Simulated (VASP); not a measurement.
A run of VASP 6.6.1 is set up as follows.

File INCAR:

```
PREC = Accurate
ENCUT = 600
EDIFF = 1E-6
ISMEAR = 0
SIGMA = 0.1
LREAL = F
LASPH = T
NELM = 80
ALGO = Normal
ISIF = 3
LWAVE = F
LCHARG = F
GGA = PE
IBRION = 2
NSW = 90
EDIFFG = -0.04
```

File KPOINTS:

```
Automatic mesh
0
Gamma
  6 6 4
```

Contents of POSCAR:

```
SiSeF2
1.0
    3.7646577200      0.0000000000      0.0000000000
   -1.8823288600      3.2602892200      0.0000000000
    0.0000000000      0.0000000000      6.3549964900
Si Se F
1 1 2
Direct
    0.0000000000      0.0000000000      0.0000000000
    0.0000000000      0.0000000000      0.5000000000
    0.0000000000      0.0000000000      0.7968266100
    0.0000000000      0.0000000000      0.2031733900
```

Potentials or basis: VASP PAW PBE potentials, release 64 (Si, Se, F).

The run is started by

```sh
$ cat potpaw_PBE.64/Si/POTCAR potpaw_PBE.64/Se/POTCAR potpaw_PBE.64/F/POTCAR > POTCAR
$ mpirun -np 1 vasp_std > vasp.out
```

(1) Predict the band gap on the k mesh.

(2) Predict the relaxed cell.

(3) Estimate the space group after relaxing (to 0.1 Å).

(4) Estimate the relaxed volume.

Results:

(1) zero (bands 12 and 13 overlap by 5.43 eV).

(2) a = 2.770 Å, b = 2.770 Å, c = 8.878 Å, α = 90.00°, β = 90.00°, γ = 120.00°.

(3) P6/mmm (No. 191).

(4) 14.75 Å³/atom.

Caveat: the volume moved by over 15 % at a fixed basis, so the end points are rough.
